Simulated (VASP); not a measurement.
LuH2:

```
Lu H
1.0
     0.00000    2.51650    2.51650
     2.51650    0.00000    2.51650
     2.51650    2.51650    0.00000
Lu H
1 2
Direct
  0.00000 0.00000 0.00000
  0.25000 0.25000 0.25000
  0.75000 0.75000 0.75000
```

- Program: VASP 6.6.1
- Task: relaxation of cell and atoms
- Functional: BLYP
- Dispersion: D3(BJ)
- Potentials or basis: VASP PAW PBE potentials, release 64 (Lu, H)
- Cutoff: 600 eV
- k mesh: 11 × 11 × 11
- Occupations: gaussian, width 0.1 eV
- Spin: no spin polarisation

At the start: pressure -4.3 GPa; volume 10.62 Å³/atom.

Question: Where does the relaxation end?

Answer: Over 3 steps the energy falls by 6.8 meV/atom and the volume is 10.13 Å³/atom (-4.7 %); space group Fm-3m (No. 225, to 0.1 Å) before and after.

The path:
```tsv
step	energy change (eV)	largest force (eV/Å)	pressure (GPa)	volume (Å³)
1	0.0000	0.0000	-4.28	31.87
2	-0.0201	0.0000	-0.64	30.58
3	-0.0205	0.0000	0.00	30.38
```

Final structure:
```yaml
crystal:
  lattice:
    - [0.00000, 2.47646, 2.47646]
    - [2.47646, 0.00000, 2.47646]
    - [2.47646, 2.47646, 0.00000]
  atoms:
    - { symbol: Lu, position: [0.00000, 0.00000, 0.00000] }
    - { symbol: H, position: [0.25000, 0.25000, 0.25000] }
    - { symbol: H, position: [0.75000, 0.75000, 0.75000] }
```

Caveat: the PAW data sets were made with another functional, which shifts forces and pressure a little; an odd number of electrons without spin polarisation forces a metal; a magnetic or distorted state may lie lower.
